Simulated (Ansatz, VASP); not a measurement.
PbSe in VASP and in Ansatz

```
Pb Se
1.0
     3.89736    0.00000    0.00000
     0.00000    3.89736    0.00000
     0.00000    0.00000    3.89736
Pb Se
1 1
Direct
  0.00000 0.00000 0.00000
  0.50000 0.50000 0.50000
```

Alike in both runs: task single point; functional r2SCAN; k mesh 12 × 12 × 12; occupations gaussian, width 0.1 eV; no spin polarisation.

|  | VASP | Ansatz |
| --- | --- | --- |
| version | VASP 6.6.1 | Ansatz 0.2.0 |
| potentials or method | VASP PAW PBE potentials, release 64 (Pb_d, Se), cutoff 520 eV | scalar-relativistic, plane waves, PAW |
| valence electrons in the cell | 20 | 30 |

```csv
,VASP,Ansatz,Ansatz less VASP
gap on the k mesh at the Fermi level (eV),none,none,-
pressure (GPa),-4.5,-4.5,0.00
```

VASP's potentials were made for PBE, not for r2SCAN. A gap of «none» marks a metal or a gap that the smearing closes. With one functional, cell and mesh, what is left measures potentials, basis and numerics. VASP's potentials hold 20 valence electrons a cell and Ansatz's 30, so a difference there can come from the potentials and not from the codes.

Spin-orbit coupling is off throughout.
